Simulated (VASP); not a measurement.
Runs of VASP 6.6.1 on FePb. It takes space group P4/mmm (No. 123, tetragonal). Conventional cell: a = 3.200 Å, b = 3.200 Å, c = 4.100 Å, α = 90.00°, β = 90.00°, γ = 90.00°. Within 4.2 Å of Fe (site symmetry 4/mmm) lie 8 Pb at 3.05 Å and 6 Fe at 3.20 to 4.10 Å. Within 4.2 Å of Pb (site symmetry 4/mmm) lie 8 Fe at 3.05 Å and 6 Pb at 3.20 to 4.10 Å. 

| level | potentials or basis | spin | gap on the mesh (eV) | pressure (GPa) | moment (μB) |
| --- | --- | --- | --- | --- | --- |
| LDA | VASP PAW LDA potentials, release 64 (Fe, Pb_d) | collinear, ferromagnetic start | none | -10.0 | (b) |
| PBE | VASP PAW PBE potentials, release 64 (Fe, Pb_d) | collinear, ferromagnetic start | none | -2.4 | 2.81 |
| PBE | VASP PAW PBE potentials, release 64 (Fe, Pb_d) | off | none | -10.6 | - |
| LDA | VASP PAW LDA potentials, release 64 (Fe, Pb_d) | off | none | (a) | - |

Alike in all rows: task single point; cell as given; k mesh 8 × 8 × 6; cutoff (eV) 520; smearing fermi-dirac 0.1 eV.

Fill in the values left out.

(a) -17.2; (b) 2.70.

Caveats: spin-orbit coupling is left out, which moves the levels of the heavy elements; the cell stands under tension (at least some runs).

A k mesh can miss the band edges, and the runs leave out spin-orbit coupling on Pb.

A gap of «none» marks levels without a gap at the run's occupations.
